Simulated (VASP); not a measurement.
## Ti4C: single point with PBE

The system is Ti4C, a slab with vacuum.

```
Ti C
1.0
     3.25551    0.00000    0.00000
     0.00000    3.25551    0.00000
     0.00000    0.00000   20.17981
Ti C
4 1
Direct
  0.50000 0.50000 0.19822
  0.00000 0.00000 0.27888
  0.50000 0.50000 0.35519
  0.00000 0.00000 0.43012
  0.00000 0.37500 0.49197
```

| Property | Result |
| --- | --- |
| Program | VASP 6.6.1 |
| Task | single point |
| Functional | PBE |
| Potentials or basis | VASP PAW PBE potentials, release 64 (Ti_sv, C) |
| Cutoff | 520 eV |
| k mesh | 8 × 8 × 1 |
| Occupations | gaussian, width 0.1 eV |
| Spin | no spin polarisation |

```yaml
Largest_force: 3.792 eV/Å
Band_gap_on_the_k_mesh: zero (bands 26 and 27 overlap by 0.62 eV)
```

Forces on the atoms (eV/Å):
```
Ti   0.000 -0.083  0.571
Ti   0.000  0.147 -0.529
Ti   0.000  0.151 -0.362
Ti   0.000 -3.783  0.260
C    0.000  3.568  0.059
```

Levels at points of the mesh, in eV from the Fermi level:
```tsv
k point	band 24	band 25	band 26	band 27	band 28	band 29
(0.00, 0.00, 0.00)	-0.56	0.22	0.44	0.51	0.93	0.95
(0.50, 0.00, 0.00)	-0.42	-0.12	0.07	0.21	0.48	1.08
(0.00, 0.50, 0.00)	-0.26	-0.13	-0.10	0.26	0.33	0.90
(0.50, 0.50, 0.00)	-0.53	-0.36	-0.17	0.07	0.25	0.77
```

Wall time 7.9 min on 1 thread of Intel(R) Xeon(R) Platinum 8375C CPU @ 2.90GHz (Ice Lake), on a shared host, peak memory 0.36 GiB.
